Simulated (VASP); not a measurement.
The system is W.

```xyz
1
Lattice="0.0000 1.9886 1.9886 1.9886 0.0000 1.9886 1.9886 1.9886 0.0000" Properties=species:S:1:pos:R:3 pbc="T T T"
W     0.0000    0.0000    0.0000
```

Base run:

| Quantity | Value |
| --- | --- |
| Program | VASP 6.6.1 |
| Functional | PBE |
| Potentials or basis | VASP PAW PBE potentials, release 64 (W_sv) |
| Cutoff | 520 eV |
| k mesh | 11 × 11 × 11 |
| Occupations | fermi-dirac, width 0.05 eV |
| Spin | no spin polarisation |

Its results: band gap on the k mesh zero (band 7 reaches 13.98 eV, above the bottom of band 8 at 10.47 eV); pressure 15.0 GPa.

Problem. The run is repeated on the same cell with these changes: functional from PBE to r2SCAN. What comes out?

Solution. Band gap on the k mesh zero (band 7 reaches 13.81 eV, above the bottom of band 8 at 10.29 eV); pressure 10.6 GPa.

Caveats: spin-orbit coupling is left out, which moves the levels of the heavy elements; the PAW data sets were made with another functional, which shifts forces and pressure a little (some runs).
